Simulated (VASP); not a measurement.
# SnPt3 (P4/mmm) in VASP: notebook

Runs on SnPt3. Level: LDA. Tasks: single point.

Everything below comes from runs of VASP 6.6.1. Logs are shortened: lines on timing, memory, paths and dates and some standing lists are left out, and cuts for length are marked.

## 1. The cell of the first run

It takes space group P4/mmm (No. 123, tetragonal). The conventional cell has a = 4.000 Å, b = 4.000 Å, c = 4.040 Å, α = 90.00°, β = 90.00°, γ = 90.00°. Sn (site symmetry 4/mmm) has 12 Pt at 2.83 to 2.84 Å within 3.7 Å. Pt (site symmetry mmm) has 8 Pt at 2.83 to 2.84 Å and 4 Sn at 2.84 Å within 3.7 Å. Within 3.7 Å of Pt (site symmetry 4/mmm) lie 4 Sn at 2.83 Å and 8 Pt at 2.84 Å.

## 2. Single point, LDA (zz strain of +1 %)

The input, INCAR:

```
PREC = Accurate ; ENCUT = 520
EDIFF = 1E-7 ; ISMEAR = -1
SIGMA = 0.05 ; LREAL = False
LASPH = True ; NELM = 100
ALGO = Normal ; ISIF = 2
LWAVE = False ; LCHARG = False
NBANDS = 30
```

The input, KPOINTS:

```
Automatic mesh
0
Gamma
  8 8 8
```

The input, POSCAR:

```
SnPt3
1.0
    4.0000000000      0.0000000000      0.0000000000
    0.0000000000      4.0000000000      0.0000000000
    0.0000000000      0.0000000000      4.0400000000
Sn Pt
1 3
Direct
    0.0000000000      0.0000000000      0.0000000000
    0.0000000000      0.5000000000      0.5000000000
    0.5000000000      0.0000000000      0.5000000000
    0.5000000000      0.5000000000      0.0000000000
```

Potentials or basis: VASP PAW LDA potentials, release 64 (Sn_d, Pt).

Command:

```sh
$ cat potpaw_LDA.64/Sn_d/POTCAR potpaw_LDA.64/Pt/POTCAR > POTCAR
$ mpirun -np 1 vasp_std > vasp.out
```

OUTCAR:

```text
PREC = Accurate
   ENCUT = 520
   EDIFF = 1E-7
   ISMEAR = -1
   LREAL = False
   LASPH = True
   NELM = 100
   ISIF = 2

 ion  position               nearest neighbor table
   1  0.000  0.000  0.000-   4 2.83   4 2.83   4 2.83   4 2.83   3 2.84   2 2.84   3 2.84   2 2.84
                             3 2.84   2 2.84   3 2.84   2 2.84
   2  0.000  0.500  0.500-   3 2.83   3 2.83   3 2.83   3 2.83   4 2.84   1 2.84   1 2.84   1 2.84
                             4 2.84   4 2.84   4 2.84   1 2.84
   3  0.500  0.000  0.500-   2 2.83   2 2.83   2 2.83   2 2.83   4 2.84   1 2.84   4 2.84   4 2.84
                             1 2.84   4 2.84   1 2.84   1 2.84
   4  0.500  0.500  0.000-   1 2.83   1 2.83   1 2.83   1 2.83   3 2.84   2 2.84   3 2.84   3 2.84
                             3 2.84   2 2.84   2 2.84   2 2.84

  LATTYP: Found a simple tetragonal cell.
 ALAT       =     4.0000000000
 C/A-ratio  =     1.0100000000

  Lattice vectors:

 A1 = (   4.0000000000,   0.0000000000,   0.0000000000)
 A2 = (   0.0000000000,   4.0000000000,   0.0000000000)
 A3 = (   0.0000000000,   0.0000000000,   4.0400000000)

Analysis of symmetry for initial positions (statically):
=====================================================================
 Subroutine PRICEL returns:
 Original cell was already a primitive cell.

 Routine SETGRP: Setting up the symmetry group for a
 simple tetragonal supercell.

 Subroutine GETGRP returns: Found 16 space group operations
 (whereof 16 operations were pure point group operations)
 out of a pool of 16 trial point group operations.

The static configuration has the point symmetry D_4h.

Analysis of symmetry for dynamics (positions and initial velocities):
=====================================================================
 Subroutine PRICEL returns:
 Original cell was already a primitive cell.

 Routine SETGRP: Setting up the symmetry group for a
 simple tetragonal supercell.

 Subroutine GETGRP returns: Found 16 space group operations
 (whereof 16 operations were pure point group operations)
 out of a pool of 16 trial point group operations.

The dynamic configuration has the point symmetry D_4h.

 Subroutine INISYM returns: Found 16 space group operations
 (whereof 16 operations are pure point group operations),
 and found     1 'primitive' translations

----------------------------------------------------------------------------------------

                                     Primitive cell

  volume of cell :      64.6400
[... 93 lines left out ...]
   EDIFF  = 0.1E-06   stopping-criterion for ELM
   LREAL  =      F    real-space projection
   EDIFFG = 0.1E-05   stopping-criterion for IOM
   NSW    =      0    number of steps for IOM
   IBRION =     -1    ionic relax: 0-MD 1-quasi-New 2-CG
   NFREE  =      0    steps in history (QN), initial steepest desc. (CG)
   ISIF   =      2    stress and relaxation
   ISYM   =      2    0-nonsym 1-usesym 2-fastsym
   POTIM  = 0.5000    time-step for ionic-motion
   TEBEG  =    0.0;   TEEND  =   0.0 temperature during run
   PSTRESS=    0.0 pullay stress
   NELECT =      44.0000    total number of electrons
   NUPDOWN=      -1.0000    fix difference up-down
   EMIN   =  10.00;   EMAX   =-10.00  energy-range for DOS
   EFERMI =   0.00;   METHOD = LEGACY
   ISMEAR =    -1;   SIGMA  =   0.05  broadening in eV -4-tet -1-fermi 0-gaus
   EFERMI_NEDOS =   21; number of points for ismear=-14 and -15
   IALGO  =     38    algorithm
   IMIX   =      4    mixing-type and parameters
     AMIX     =   0.40;   BMIX     =  1.00
     AMIX_MAG =   1.60;   BMIX_MAG =  1.00
  volume/ion in A,a.u.               =      16.16       109.05
  Fermi-wavevector in a.u.,A,eV,Ry     =   1.440098  2.721390 28.216867  2.073881
  Thomas-Fermi vector in A             =   2.558880
   LORBIT       =      0    0 simple, 1 ext, 2 COOP (PROOUT), +10 PAW based schemes
   GGA     = CA    functional components
   LHFCALC =     F    Hartree Fock is set to
   AEXX    =    0.0000 exact exchange contribution
   IVDW    =     0    specifies the selected vdW correction
   LEPSILON=     F    determine dielectric tensor
   LRPA    =     F    only Hartree local field effects (RPA)
 non-spin polarized calculation
  energy-cutoff  :      520.00
  volume of cell :       64.64
 maximum number of plane-waves:      1767
 NGX is ok and might be reduce to    30
   NGX = 15   NGY = 15   NGZ = 15

 number of electron      44.0000021 magnetization

 Free energy of the ion-electron system (eV)
  ---------------------------------------------------
  ext. energy  EPLUGINS =         0.00000000
  ---------------------------------------------------
  free energy    TOTEN  =       -28.56514707 eV

  energy without entropy =      -28.55487426  energy(sigma->0) =      -28.56001067

 E-fermi :  11.6193     XC(G=0): -13.2727

 val. band max:       11.6002079451   @ k =   0.5000   0.3750   0.3750
 cond. band min:      11.6207315449   @ k =   0.3750   0.3750   0.5000
 fundamental gap:      0.0205235998
 Fermi energy:        11.6192955814

 k-point     1 :       0.0000    0.0000    0.0000
  band No.  band energies     occupation
      1     -10.2424      2.00000
      2     -10.2419      2.00000
      3     -10.2300      2.00000
      4     -10.2264      2.00000
      5     -10.2264      2.00000
      6      -0.3293      2.00000
[... 781 lines left out ...]
     29      20.3064      0.00000
     30      21.4508      0.00000

 [... further k-points ...]

------------------------ aborting loop because EDIFF is reached ----------------------------------------

  FORCE on cell =-STRESS in cart. coord.  units (eV):
  Direction    XX          YY          ZZ          XY          YZ          ZX
  --------------------------------------------------------------------------------------
  -------------------------------------------------------------------------------------
  Total       -1.8887962     -1.8887962     -2.3639695      0.0000000      0.0000000      0.0000000
  in kB      -46.8160022    -46.8160022    -58.5937233      0.0000000      0.0000000      0.0000000
  external PRESSURE =     -50.7419092 kB  Pullay stress =       0.0000000 kB

 VOLUME and BASIS-vectors are now :
 -----------------------------------------------------------------------------
  energy-cutoff  :      520.00
  volume of cell :       64.64
      direct lattice vectors                 reciprocal lattice vectors
     4.000000000  0.000000000  0.000000000     0.250000000  0.000000000  0.000000000
     0.000000000  4.000000000  0.000000000     0.000000000  0.250000000  0.000000000
     0.000000000  0.000000000  4.040000000     0.000000000  0.000000000  0.247524752

 POSITION                                       TOTAL-FORCE (eV/Angst)
 -----------------------------------------------------------------------------------
      0.00000      0.00000      0.00000         0.000000      0.000000      0.000000
      0.00000      2.00000      2.02000         0.000000      0.000000      0.000000
      2.00000      0.00000      2.02000         0.000000      0.000000      0.000000
      2.00000      2.00000      0.00000         0.000000      0.000000      0.000000
 -----------------------------------------------------------------------------------
    total drift:                                0.000000      0.000000     -0.000000

  FREE ENERGIE OF THE ION-ELECTRON SYSTEM (eV)
  ---------------------------------------------------
  free  energy   TOTEN  =       -28.5651470734 eV

  energy  without entropy=      -28.5548742596  energy(sigma->0) =      -28.56001067
```

It took 48 s on 1 thread of AMD EPYC 9R45 (Zen 5), shared host; peak memory 0.21 GiB.

What came out:

| Quantity | Value |
| --- | --- |
| Free energy | -28.5651 eV |
| Pressure | -5.1 GPa |
| Band gap on the k mesh | zero (bands 22 and 23 overlap by 0.49 eV) |

Stress tensor (GPa, compression positive):
```
-4.68  0.00  0.00
 0.00 -4.68  0.00
 0.00  0.00 -5.86
```

Caveat: the cell differs from its parent crystal (zz strain of +1 %); the cell stands under tension; spin-orbit coupling is left out, which moves the levels of the heavy elements.

## 3. Single point, LDA (zz strain of +2 %)

The input, INCAR:

```
SYSTEM = SnPt3
  PREC = Accurate
  ENCUT = 520
  EDIFF = 1E-7
  ISMEAR = -1
  SIGMA = 0.05
  LREAL = .FALSE.
  LASPH = .TRUE.
  NELM = 80
  ALGO = Normal
  ISIF = 2
  LWAVE = .FALSE.
  LCHARG = .TRUE.
  GGA = CA
  LELF = .TRUE.
  LVHAR = .TRUE.
  NBANDS = 30
```

The input, KPOINTS:

```
regular mesh
0
G
  8 8 8
  0 0 0
```

POSCAR, as its differences from that of step 2:

```diff
@@ -4,3 +4,3 @@
     0.0000000000      4.0000000000      0.0000000000
-    0.0000000000      0.0000000000      4.0400000000
+    0.0000000000      0.0000000000      4.0800000000
 Sn Pt
```

Potentials or basis: VASP PAW LDA potentials, release 64 (Sn_d, Pt).

Command:

```sh
$ cat potpaw_LDA.64/Sn_d/POTCAR potpaw_LDA.64/Pt/POTCAR > POTCAR
$ mpirun -np 1 vasp_std > vasp.out
```

OUTCAR:

```text
SYSTEM = SnPt3
   PREC = Accurate
   ENCUT = 520
   EDIFF = 1E-7
   ISMEAR = -1
   LREAL = .FALSE.
   LASPH = .TRUE.
   NELM = 80
   ISIF = 2
   GGA = CA

 ion  position               nearest neighbor table
   1  0.000  0.000  0.000-   4 2.83   4 2.83   4 2.83   4 2.83   3 2.86   2 2.86   3 2.86   2 2.86
                             3 2.86   2 2.86   3 2.86   2 2.86
   2  0.000  0.500  0.500-   3 2.83   3 2.83   3 2.83   3 2.83   4 2.86   1 2.86   1 2.86   1 2.86
                             4 2.86   4 2.86   4 2.86   1 2.86
[... 997 lines left out ...]
  Direction    XX          YY          ZZ          XY          YZ          ZX
  --------------------------------------------------------------------------------------
  -------------------------------------------------------------------------------------
  Total       -2.5912424     -2.5912424     -3.5225415      0.0000000      0.0000000      0.0000000
  in kB      -63.5972702    -63.5972702    -86.4542910      0.0000000      0.0000000      0.0000000
  external PRESSURE =     -71.2162771 kB  Pullay stress =       0.0000000 kB

 VOLUME and BASIS-vectors are now :
 -----------------------------------------------------------------------------
  energy-cutoff  :      520.00
  volume of cell :       65.28
      direct lattice vectors                 reciprocal lattice vectors
     4.000000000  0.000000000  0.000000000     0.250000000  0.000000000  0.000000000
     0.000000000  4.000000000  0.000000000     0.000000000  0.250000000  0.000000000
     0.000000000  0.000000000  4.080000000     0.000000000  0.000000000  0.245098039

 POSITION                                       TOTAL-FORCE (eV/Angst)
 -----------------------------------------------------------------------------------
      0.00000      0.00000      0.00000         0.000000      0.000000      0.000000
      0.00000      2.00000      2.04000         0.000000      0.000000      0.000000
      2.00000      0.00000      2.04000         0.000000      0.000000      0.000000
      2.00000      2.00000      0.00000         0.000000      0.000000      0.000000
 -----------------------------------------------------------------------------------
    total drift:                                0.000000      0.000000     -0.000000

  FREE ENERGIE OF THE ION-ELECTRON SYSTEM (eV)
  ---------------------------------------------------
  free  energy   TOTEN  =       -28.5366207745 eV

  energy  without entropy=      -28.5257304831  energy(sigma->0) =      -28.53117563
```

OSZICAR:

```text
N       E                     dE             d eps       ncg     rms          rms(c)
DAV:   1     0.405742875660E+03    0.40574E+03   -0.20916E+04  4804   0.197E+03
DAV:   2     0.136625098894E+02   -0.39208E+03   -0.37021E+03  4770   0.528E+02
DAV:   3    -0.282510548581E+02   -0.41914E+02   -0.40349E+02  4982   0.131E+02
DAV:   4    -0.295748077401E+02   -0.13238E+01   -0.13198E+01  5164   0.238E+01
DAV:   5    -0.296103841261E+02   -0.35576E-01   -0.35572E-01  5658   0.415E+00    0.180E+01
DAV:   6    -0.286780233548E+02    0.93236E+00   -0.22977E+00  5052   0.985E+00    0.897E+00
DAV:   7    -0.285541921049E+02    0.12383E+00   -0.14365E-01  6028   0.404E+00    0.380E+00
DAV:   8    -0.285383868313E+02    0.15805E-01   -0.31784E-02  5690   0.122E+00    0.390E-01
DAV:   9    -0.285368870030E+02    0.14998E-02   -0.65764E-03  5574   0.885E-01    0.163E-01
DAV:  10    -0.285366276918E+02    0.25931E-03   -0.12922E-03  5414   0.350E-01    0.373E-02
DAV:  11    -0.285366215888E+02    0.61031E-05   -0.57217E-05  5936   0.863E-02    0.159E-02
DAV:  12    -0.285366208259E+02    0.76281E-06   -0.41797E-06  5992   0.167E-02    0.465E-03
DAV:  13    -0.285366207745E+02    0.51397E-07   -0.43399E-07  4938   0.666E-03
   1 F= -.28536621E+02 E0= -.28531176E+02  d E =-.108903E-01
```

It took 48 s on 1 thread of AMD EPYC 9R45 (Zen 5), shared host; peak memory 0.21 GiB.

Results:

- Free energy: -28.5366 eV
- Pressure: -7.1 GPa
- Band gap on the k mesh: zero (bands 22 and 23 overlap by 0.53 eV)

Caveat: the cell differs from its parent crystal (zz strain of +2 %); the cell stands under tension; spin-orbit coupling is left out, which moves the levels of the heavy elements.

The gap in the log of VASP goes by the Fermi energy; the results here count the filled bands.